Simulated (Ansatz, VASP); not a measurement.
# Hf5C3 in VASP and in Ansatz

```
Hf C
1.0
     0.00000    4.65882    4.65882
     4.65882    0.00000    4.65882
     4.65882    4.65882    0.00000
Hf C
5 3
Direct
  0.00000 0.00000 0.00000
  0.62477 0.62477 0.62477
  0.62477 0.62477 0.12569
  0.62477 0.12569 0.62477
  0.12569 0.62477 0.62477
  0.25000 0.25000 0.25000
  0.75000 0.75000 0.75000
  0.50000 0.50000 0.50000
```

Alike in both runs: functional PBE; k mesh 4 × 4 × 4; occupations gaussian, width 0.2 eV; no spin polarisation.

Ansatz relaxed the structure, and its values are those at the end. VASP's run is a single point on that final structure, the one shown.

```csv
,VASP,Ansatz
version,VASP 6.6.1,Ansatz 0.2.0
potentials or method,"VASP PAW PBE potentials, release 64 (Hf_pv, C), cutoff 520 eV","scalar-relativistic, plane waves, PAW"
valence electrons in the cell,62,142
```

```csv
,VASP,Ansatz,Ansatz less VASP
gap on the k mesh at the Fermi level (eV),none,none,-
pressure (GPa),0.2,0.2,+0.04
```

A gap of «none» marks a metal or a gap that the smearing closes. VASP's potentials hold 62 valence electrons a cell and Ansatz's 142, so a difference there can come from the potentials and not from the codes.

Spin-orbit coupling is off throughout.
